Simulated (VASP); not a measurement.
Wanted: the native input for a VASP 6.6.1 run.

```
Task                   : single point
Functional             : PBE
Potentials or basis    : VASP PAW PBE potentials, release 64 (Ni, Si)
Cutoff                 : 520 eV
k mesh                 : 16 × 16 × 16
Occupations            : fermi-dirac, width 0.08 eV
Spin                   : no spin polarisation
Dipole correction      : no
Further INCAR settings : ALGO = Normal; EDIFF = 1e-06; NBANDS = 14
```

The structure of SiNi (rocksalt type) lies in POSCAR:

```
SiNi
1.0
    0.0000000000      2.1044042942      2.1044042942
    2.1044042942      0.0000000000      2.1044042942
    2.1044042942      2.1044042942      0.0000000000
Ni Si
1 1
Direct
    0.0000000000      0.0000000000      0.0000000000
    0.5000000000      0.5000000000      0.5000000000
```

One way to write it, as run:

INCAR

```
SYSTEM = SiNi
PREC     = Accurate       ! precision mode
ENCUT    = 520            ! plane-wave cutoff, eV
EDIFF    = 1E-6           ! SCF threshold, eV
ISMEAR   = -1             ! smearing method
SIGMA    = 0.08           ! smearing width, eV
LREAL    = .False.        ! projectors in reciprocal space
LASPH    = .True.         ! aspherical terms in the spheres
NELM     = 60             ! most SCF steps
ALGO     = Normal         ! electronic algorithm
ISIF     = 2              ! what is computed and relaxed
LWAVE    = .False.        ! write WAVECAR
LCHARG   = .False.        ! write CHGCAR
GGA      = PE             ! functional
NBANDS   = 14             ! bands
```

KPOINTS

```
regular mesh
0
Gamma
  16 16 16
  0 0 0
```

Potentials or basis: VASP PAW PBE potentials, release 64 (Ni, Si).

The run is started by

```console
$ cat potpaw_PBE.64/Ni/POTCAR potpaw_PBE.64/Si/POTCAR > POTCAR
$ mpirun -np 1 vasp_std > vasp.out
```

It gave:

```yaml
Pressure: 110.6 GPa
Band_gap_on_the_k_mesh: zero (bands 7 and 8 overlap by 7.46 eV)
```

Caveat: the cell stands under pressure.

Wall time 21 s on 1 thread of AMD EPYC 9R45 (Zen 5), on a shared host, peak memory 0.13 GiB.
